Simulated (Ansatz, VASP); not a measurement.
## SnO in VASP and in Ansatz

```
Sn O
1.0
     3.88034    0.00000    0.00000
     0.00000    3.88034    0.00000
     0.00000    0.00000    4.75058
Sn O
2 2
Direct
  0.93902 0.50000 0.24247
  0.56098 0.00000 0.75753
  0.00923 0.00000 0.00000
  0.49077 0.50000 0.00000
```

Change from the starting cell: mode 4 frozen in at -0.232 Å, equal normal strain along x and y +0.0200.

Alike in both runs: task single point; functional PBEsol; k mesh 10 × 10 × 8; occupations gaussian, width 0.15 eV; no spin polarisation.

|  | VASP | Ansatz |
| --- | --- | --- |
| version | VASP 6.6.1 | Ansatz 0.2.0 |
| potentials or method | VASP PAW PBE potentials, release 64 (Sn_d, O), cutoff 520 eV | scalar-relativistic, plane waves, PAW |
| valence electrons in the cell | 40 | 40 |

```csv
,VASP,Ansatz,Ansatz less VASP
gap on the k mesh at the Fermi level (eV),0.26,0.25,-0.009
least direct gap on the mesh (eV),1.76,1.77,+0.010
pressure (GPa),-1.1,-1.4,-0.27
"traceless stress, the component that is largest in VASP (GPa)",5.22,5.03,-0.192
rms of the force components (eV/Å),0.526,0.510,-0.0160
```

VASP's potentials were made for PBE, not for PBEsol, and Ansatz warns of the same on its side. Atom by atom the forces differ by 0.043 eV/Å (rms over components).
